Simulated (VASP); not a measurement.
# Ge (P6_3/mmc) in VASP: further runs

The runs below take Ge through single point, relaxation of shape and atoms at fixed volume, with PBE.

Program: VASP 6.6.1. These are calculated values, not measurements. Logs are shortened: lines on timing, memory, paths and dates and some standing lists are left out, and cuts for length are marked.

## Step 1: The cell of the first run

Symmetry: P6_3/mmc, No. 194, hexagonal system. Conventional cell: a = 4.139 Å, b = 4.139 Å, c = 6.821 Å, α = 90.00°, β = 90.00°, γ = 120.00°. Ge (site symmetry 3m) has 4 Ge at 2.54 to 2.56 Å within 3.3 Å.

This isn't the form of Ge at room conditions, which is diamond.

## Step 2: Single point, PBE (25.29 Å³/atom)

INCAR reads:

```
ALGO = Normal
EDIFF = 1E-6
ENCUT = 520
GGA = PE
ISIF = 2
ISMEAR = 0
LASPH = T
LCHARG = F
LREAL = F
LWAVE = F
NBANDS = 36
NELM = 60
PREC = Accurate
SIGMA = 0.1
```

KPOINTS reads:

```
k-points
0
Gamma
  12 12 6
```

POSCAR reads:

```
Ge
1.0
    4.1387279209      0.0000000000      0.0000000000
   -2.0693639605      3.5842435189      0.0000000000
    0.0000000000      0.0000000000      6.8205586509
Ge
4
Direct
    0.6666666667      0.3333333333      0.0626051602
    0.3333333333      0.6666666667      0.5626051602
    0.6666666667      0.3333333333      0.4373948398
    0.3333333333      0.6666666667      0.9373948398
```

Potentials or basis: VASP PAW PBE potentials, release 64 (Ge_d).

The run is started by

```console
$ cat potpaw_PBE.64/Ge_d/POTCAR > POTCAR
$ mpirun -np 1 vasp_std > vasp.out
```

OUTCAR:

```text
EDIFF = 1E-6
   ENCUT = 520
   GGA = PE
   ISIF = 2
   ISMEAR = 0
   LASPH = T
   LREAL = F
   NELM = 60
   PREC = Accurate

 ion  position               nearest neighbor table
   1  0.667  0.333  0.063-   4 2.54   4 2.54   4 2.54   3 2.56
   2  0.333  0.667  0.563-   3 2.54   3 2.54   3 2.54   4 2.56
   3  0.667  0.333  0.437-   2 2.54   2 2.54   2 2.54   1 2.56
   4  0.333  0.667  0.937-   1 2.54   1 2.54   1 2.54   2 2.56

  LATTYP: Found a hexagonal cell.
 ALAT       =     4.1387279209
 C/A-ratio  =     1.6479843037

  Lattice vectors:

 A1 = (   4.1387279209,   0.0000000000,   0.0000000000)
 A2 = (  -2.0693639605,   3.5842435189,   0.0000000000)
 A3 = (   0.0000000000,   0.0000000000,   6.8205586509)

Analysis of symmetry for initial positions (statically):
=====================================================================
 Subroutine PRICEL returns:
 Original cell was already a primitive cell.

 Routine SETGRP: Setting up the symmetry group for a
 hexagonal supercell.

 Subroutine GETGRP returns: Found 24 space group operations
 (whereof 12 operations were pure point group operations)
 out of a pool of 24 trial point group operations.

The static configuration has the point symmetry D_3d.
 The point group associated with its full space group is D_6h.

Analysis of symmetry for dynamics (positions and initial velocities):
=====================================================================
 Subroutine PRICEL returns:
 Original cell was already a primitive cell.

 Routine SETGRP: Setting up the symmetry group for a
 hexagonal supercell.

 Subroutine GETGRP returns: Found 24 space group operations
 (whereof 12 operations were pure point group operations)
 out of a pool of 24 trial point group operations.

The dynamic configuration has the point symmetry D_3d.
 The point group associated with its full space group is D_6h.

 Subroutine INISYM returns: Found 24 space group operations
 (whereof 12 operations are pure point group operations),
 and found     1 'primitive' translations

----------------------------------------------------------------------------------------

                                     Primitive cell

  volume of cell :     101.1776

  direct lattice vectors                    reciprocal lattice vectors
     4.138727921  0.000000000  0.000000000     0.241620135  0.139499450  0.000000000
    -2.069363961  3.584243519  0.000000000     0.000000000  0.278998900  0.000000000
     0.000000000  0.000000000  6.820558651     0.000000000  0.000000000  0.146615556

  length of vectors
     4.138727921  4.138727921  6.820558651     0.278998900  0.278998900  0.146615556

  position of ions in fractional coordinates (direct lattice)
     0.666666667  0.333333333  0.062605160
     0.333333333  0.666666667  0.562605160
     0.666666667  0.333333333  0.437394840
     0.333333333  0.666666667  0.937394840

  ion indices of the primitive-cell ions
   primitive index   ion index
                 1           1
                 2           2
                 3           3
                 4           4

----------------------------------------------------------------------------------------

 KPOINTS: k-points

Automatic generation of k-mesh.
 Grid dimensions read from file:
 generate k-points for:   12   12    6

 Generating k-lattice:

  Cartesian coordinates                     Fractional coordinates (reciprocal lattice)
     0.020135011  0.011624954  0.000000000     0.083333333  0.000000000  0.000000000
     0.000000000  0.023249908  0.000000000     0.000000000  0.083333333  0.000000000
     0.000000000  0.000000000  0.024435926     0.000000000  0.000000000  0.166666667

  Length of vectors
     0.023249908  0.023249908  0.024435926

  Shift w.r.t. Gamma in fractional coordinates (k-lattice)
     0.000000000  0.000000000  0.000000000

 Subroutine IBZKPT returns following result:
 ===========================================

 Found     76 irreducible k-points:

 Following reciprocal coordinates:
            Coordinates               Weight
  0.000000  0.000000  0.000000      1.000000
  0.083333 -0.000000  0.000000      6.000000
  0.166667  0.000000  0.000000      6.000000
  0.250000 -0.000000  0.000000      6.000000
  0.333333  0.000000  0.000000      6.000000
  0.416667  0.000000  0.000000      6.000000
[... 16 lines left out ...]
  0.250000 -0.000000  0.166667     12.000000
  0.333333  0.000000  0.166667     12.000000
 [... further k-points ...]
   k-points           NKPTS =     76   k-points in BZ     NKDIM =     76   number of bands    NBANDS=     36
   number of dos      NEDOS =    301   number of ions     NIONS =      4
   total plane-waves  NPLWV =  55296
   dimension x,y,z NGX =    32 NGY =   32 NGZ =   54
   dimension x,y,z NGXF=    64 NGYF=   64 NGZF=  108
   ions per type =               4
   NGX,Y,Z   is equivalent  to a cutoff of  12.85, 12.85, 13.16 a.u.
   NGXF,Y,Z  is equivalent  to a cutoff of  25.71, 25.71, 26.32 a.u.
 SYSTEM =  unknown system
   PREC   = accura    normal or accurate (medium, high low for compatibility)
   ISTART =      0    job   : 0-new  1-cont  2-samecut
   ICHARG =      2    charge: 1-file 2-atom 10-const
   ISPIN  =      1    spin polarized calculation?
   LNONCOLLINEAR =      F non collinear calculations
   LSORBIT =      F    spin-orbit coupling
   LASPH  =      T    aspherical Exc in radial PAW
   ENCUT  =  520.0 eV  38.22 Ry    6.18 a.u.   7.70  7.70 12.68*2*pi/ulx,y,z
   NELM   =     60;   NELMIN=  2; NELMDL= -5     # of ELM steps
   EDIFF  = 0.1E-05   stopping-criterion for ELM
   LREAL  =      F    real-space projection
   EDIFFG = 0.1E-04   stopping-criterion for IOM
   NSW    =      0    number of steps for IOM
   IBRION =     -1    ionic relax: 0-MD 1-quasi-New 2-CG
   NFREE  =      0    steps in history (QN), initial steepest desc. (CG)
   ISIF   =      2    stress and relaxation
   ISYM   =      2    0-nonsym 1-usesym 2-fastsym
   POTIM  = 0.5000    time-step for ionic-motion
   TEBEG  =    0.0;   TEEND  =   0.0 temperature during run
   PSTRESS=    0.0 pullay stress
   NELECT =      56.0000    total number of electrons
   NUPDOWN=      -1.0000    fix difference up-down
   EMIN   =  10.00;   EMAX   =-10.00  energy-range for DOS
   EFERMI =   0.00;   METHOD = LEGACY
   ISMEAR =     0;   SIGMA  =   0.10  broadening in eV -4-tet -1-fermi 0-gaus
   EFERMI_NEDOS =   21; number of points for ismear=-14 and -15
   IALGO  =     38    algorithm
   IMIX   =      4    mixing-type and parameters
     AMIX     =   0.40;   BMIX     =  1.00
     AMIX_MAG =   1.60;   BMIX_MAG =  1.00
  volume/ion in A,a.u.               =      25.29       170.70
  Fermi-wavevector in a.u.,A,eV,Ry     =   1.344135  2.540046 24.581613  1.806698
  Thomas-Fermi vector in A             =   2.472153
   LORBIT       =      0    0 simple, 1 ext, 2 COOP (PROOUT), +10 PAW based schemes
   GGA     = PE    functional components
   LHFCALC =     F    Hartree Fock is set to
   AEXX    =    0.0000 exact exchange contribution
   IVDW    =     0    specifies the selected vdW correction
   LEPSILON=     F    determine dielectric tensor
   LRPA    =     F    only Hartree local field effects (RPA)
 non-spin polarized calculation
 Gauss-broadening in eV      SIGMA  =   0.10
  energy-cutoff  :      520.00
  volume of cell :      101.18
 maximum number of plane-waves:      2758
 NGX is ok and might be reduce to    32
   NGX = 15   NGY = 15   NGZ = 25

 number of electron      56.0000021 magnetization

 Free energy of the ion-electron system (eV)
  ---------------------------------------------------
  ext. energy  EPLUGINS =         0.00000000
  ---------------------------------------------------
  free energy    TOTEN  =       -17.94601199 eV

  energy without entropy =      -17.94522136  energy(sigma->0) =      -17.94561667

 E-fermi :   4.0010     XC(G=0):  -9.4035

 val. band max:        3.9670161217   @ k =   0.0833  -0.0000   0.0000
 cond. band min:       4.0062150660   @ k =   0.0000   0.0000   0.3333
 fundamental gap:      0.0391989443
 Fermi energy:         4.0009987894

 k-point     1 :       0.0000    0.0000    0.0000
  band No.  band energies     occupation
      1     -20.7441      2.00000
      2     -20.7441      2.00000
      3     -20.7159      2.00000
      4     -20.7159      2.00000
      5     -20.7154      2.00000
      6     -20.7034      2.00000
[... 28 lines left out ...]
     35       8.3593      0.00000
     36       9.9877      0.00000

 k-point     2 :       0.0833   -0.0000    0.0000
  band No.  band energies     occupation
      1     -20.7476      2.00000
      2     -20.7453      2.00000
      3     -20.7187      2.00000
      4     -20.7178      2.00000
      5     -20.7158      2.00000
      6     -20.6990      2.00000
[... 28 lines left out ...]
     35       8.6330      0.00000
     36      10.3859      0.00000

 k-point     3 :       0.1667    0.0000    0.0000
  band No.  band energies     occupation
      1     -20.7537      2.00000
      2     -20.7477      2.00000
      3     -20.7252      2.00000
      4     -20.7222      2.00000
      5     -20.7150      2.00000
      6     -20.6923      2.00000
[... 28 lines left out ...]
     35       9.3506      0.00000
     36       9.8533      0.00000
[... 742 lines left out ...]
 k-point    23 :       0.2500   -0.0000    0.1667
  band No.  band energies     occupation
      1     -20.7556      2.00000
      2     -20.7487      2.00000
      3     -20.7306      2.00000
      4     -20.7287      2.00000
      5     -20.7142      2.00000
      6     -20.6877      2.00000
[... 28 lines left out ...]
     35      10.0059      0.00000
     36      10.1103      0.00000

 k-point    24 :       0.3333    0.0000    0.1667
  band No.  band energies     occupation
      1     -20.7564      2.00000
      2     -20.7502      2.00000
      3     -20.7369      2.00000
      4     -20.7318      2.00000
      5     -20.7087      2.00000
      6     -20.6837      2.00000
[... 28 lines left out ...]
     35      10.6205      0.00000
     36      11.0943      0.00000

 [... further k-points ...]

------------------------ aborting loop because EDIFF is reached ----------------------------------------

  FORCE on cell =-STRESS in cart. coord.  units (eV):
  Direction    XX          YY          ZZ          XY          YZ          ZX
  --------------------------------------------------------------------------------------
  -------------------------------------------------------------------------------------
  Total       -1.9457975     -1.9457975     -1.9433015      0.0000000      0.0000000     -0.0000000
  in kB      -30.8122834    -30.8122834    -30.7727587      0.0000000      0.0000000     -0.0000000
  external PRESSURE =     -30.7991085 kB  Pullay stress =       0.0000000 kB

 VOLUME and BASIS-vectors are now :
 -----------------------------------------------------------------------------
  energy-cutoff  :      520.00
  volume of cell :      101.18
      direct lattice vectors                 reciprocal lattice vectors
     4.138727921  0.000000000  0.000000000     0.241620135  0.139499450  0.000000000
    -2.069363961  3.584243519  0.000000000     0.000000000  0.278998900  0.000000000
     0.000000000  0.000000000  6.820558651     0.000000000  0.000000000  0.146615556

 POSITION                                       TOTAL-FORCE (eV/Angst)
 -----------------------------------------------------------------------------------
      2.06936      1.19475      0.42700         0.000000      0.000000     -0.000832
     -0.00000      2.38950      3.83728        -0.000000      0.000000     -0.000832
      2.06936      1.19475      2.98328        -0.000000      0.000000      0.000832
     -0.00000      2.38950      6.39356        -0.000000      0.000000      0.000832
 -----------------------------------------------------------------------------------
    total drift:                               -0.000000      0.000000     -0.000000

  FREE ENERGIE OF THE ION-ELECTRON SYSTEM (eV)
  ---------------------------------------------------
  free  energy   TOTEN  =       -17.9460119870 eV

  energy  without entropy=      -17.9452213555  energy(sigma->0) =      -17.94561667
```

Wall time 4.8 min (1 thread of AMD EPYC 7R13, shared host); peak memory 0.34 GiB.

Results:

| Quantity | Value |
| --- | --- |
| Free energy | -17.9460 eV |
| Pressure | -3.1 GPa |
| Band gap on the k mesh | zero (bands 28 and 29 overlap by 0.01 eV) |

Levels at points of the mesh, in eV from the Fermi level:
| k point | band 25 | band 26 | band 27 | band 28 | band 29 | band 30 | band 31 | band 32 |
| --- | --- | --- | --- | --- | --- | --- | --- | --- |
| (0.00, 0.00, 0.00) | -1.31 | -0.89 | -0.32 | -0.10 | 0.11 | 0.11 | 2.28 | 2.28 |
| (0.50, 0.00, 0.00) | -4.05 | -2.71 | -2.42 | -1.28 | 0.64 | 1.37 | 3.59 | 3.68 |
| (0.00, 0.00, 0.50) | -0.75 | -0.75 | -0.75 | -0.75 | 0.38 | 0.38 | 3.29 | 3.29 |
| (0.50, 0.00, 0.50) | -2.27 | -2.27 | -2.13 | -2.13 | 0.49 | 0.49 | 2.21 | 2.21 |

Caveat: the cell stands under tension; semilocal functionals underestimate gaps, and a narrow one can read as zero.

[end of part 1 of 2]

The gap in the log of VASP goes by the Fermi energy; the results here count the filled bands.